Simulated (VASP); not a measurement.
# Zn2O3: relaxation of cell and atoms with PBE

The system is Zn2O3.

```
Zn O
1.0
     0.00000    3.92393    3.92393
     3.92393    0.00000    3.92393
     3.92393    3.92393    0.00000
Zn O
4 6
Direct
  0.12500 0.12500 0.12500
  0.12500 0.12500 0.62500
  0.12500 0.62500 0.12500
  0.62500 0.12500 0.12500
  0.62500 0.62500 0.62500
  0.62500 0.62500 0.12500
  0.62500 0.12500 0.62500
  0.12500 0.62500 0.62500
  0.75000 0.75000 0.75000
  0.50000 0.50000 0.50000
```

```
Program                : VASP 6.6.1
Task                   : relaxation of cell and atoms
Functional             : PBE
Potentials or basis    : VASP PAW PBE potentials, release 64 (Zn, O)
Cutoff                 : 600 eV
k mesh                 : 4 × 4 × 4
Occupations            : gaussian, width 0.1 eV
Spin                   : no spin polarisation
Dipole correction      : no
Further INCAR settings : ALGO = Normal; EDIFF = 1e-07; IBRION = 2; EDIFFG = -0.04; NSW = 90; ISIF = 3
```

| Property | Result |
| --- | --- |
| Relaxed volume | 11.94 Å³/atom |
| Relaxed cell | a = 5.527 Å, b = 5.527 Å, c = 5.527 Å, α = 60.00°, β = 60.00°, γ = 60.00° |
| Space group after relaxing (to 0.05 Å) | Fd-3m (No. 227) |
| Energy gained by relaxing | 0.5 meV/atom |
| Ionic steps | 2 |
| Pressure after relaxing | 0.1 GPa |
| Band gap on the k mesh | 0.31 eV, indirect (least direct gap 0.38 eV) |

The path:
```csv
step,energy change (eV),largest force (eV/Å),pressure (GPa),volume (Å³)
1,0.0000,0.0000,-1.12,120.84
2,-0.0047,0.0000,0.08,119.36
```

Final structure:
```
CELL_PARAMETERS angstrom
0.00000 3.90794 3.90794
3.90794 0.00000 3.90794
3.90794 3.90794 0.00000
ATOMIC_POSITIONS crystal
Zn 0.12500 0.12500 0.12500
Zn 0.12500 0.12500 0.62500
Zn 0.12500 0.62500 0.12500
Zn 0.62500 0.12500 0.12500
O 0.62500 0.62500 0.62500
O 0.62500 0.62500 0.12500
O 0.62500 0.12500 0.62500
O 0.12500 0.62500 0.62500
O 0.75000 0.75000 0.75000
O 0.50000 0.50000 0.50000
```

Levels at points of the mesh, in eV from the valence-band top:
| k point | band 39 | band 40 | band 41 | band 42 | band 43 | band 44 | band 45 | band 46 |
| --- | --- | --- | --- | --- | --- | --- | --- | --- |
| (0.00, 0.00, 0.00) | -1.81 | -1.77 | -1.77 | -1.77 | 0.65 | 0.65 | 0.65 | 0.94 |
| (0.50, 0.00, 0.00) | -1.91 | -0.78 | -0.78 | -0.78 | 0.45 | 1.47 | 1.47 | 2.58 |
| (0.50, 0.50, 0.00) | -1.47 | -1.47 | -0.75 | -0.75 | 1.30 | 1.30 | 2.06 | 2.06 |

Wall time 6.2 min on 1 thread of AMD EPYC 7R13, with other jobs on the host, peak memory 0.31 GiB.

A k mesh can miss the band edges.
